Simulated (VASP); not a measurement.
Runs of VASP 6.6.1 on Ga2PN. The structure is tetragonal, space group P4/mmm (No. 123). Conventional cell: a = 3.352 Å, b = 3.352 Å, c = 4.733 Å, α = 90.00°, β = 90.00°, γ = 90.00°. N (site symmetry 4/mmm) has 6 Ga at 2.37 Å within 3.1 Å. Within 3.1 Å of Ga (site symmetry 4/mmm) lie 2 N at 2.37 Å and 4 P at 2.37 Å. Ga (site symmetry 4/mmm) has 2 P at 2.37 Å and 4 N at 2.37 Å within 3.1 Å. P (site symmetry 4/mmm) has 6 Ga at 2.37 Å within 3.1 Å. 

| level | k mesh | smearing | grid for exact exchange (PRECFOCK) | share of exact exchange | screening parameter | gap on the mesh (eV) | pressure (GPa) |
| --- | --- | --- | --- | --- | --- | --- | --- |
| PBE-based global hybrid with 100 % exact exchange | 4 × 4 × 2 | fermi-dirac 0.02 eV | Normal | 1 | - | none | -14.4 |
| PBE | 6 × 6 × 4 | methfessel-paxton 0.2 eV | - | - | - | none | (a) |
| HSE06 | 4 × 4 × 2 | methfessel-paxton 0.5 eV | Normal | 0.25 | 0.2079 1/Å | none | 0.4 |
| PBE | 6 × 6 × 4 | gaussian 0.2 eV | - | - | - | none | 4.6 |

Alike in all rows: task single point; potentials or basis VASP PAW PBE potentials, release 64 (N, Ga_d, P); no spin polarisation; cell as given; cutoff (eV) 520.

Estimate the missing entries.

(a) 4.5.

Caveats: some runs use coarse meshes; the PAW data sets were made with another functional, which shifts forces and pressure a little (at least some runs); the cell stands under pressure (at least some runs); so wide a smearing shifts energies and pressures (at least some runs).

A k mesh can miss the band edges, and the runs leave out spin-orbit coupling on Ga.

A gap of «none» marks levels without a gap at the run's occupations.
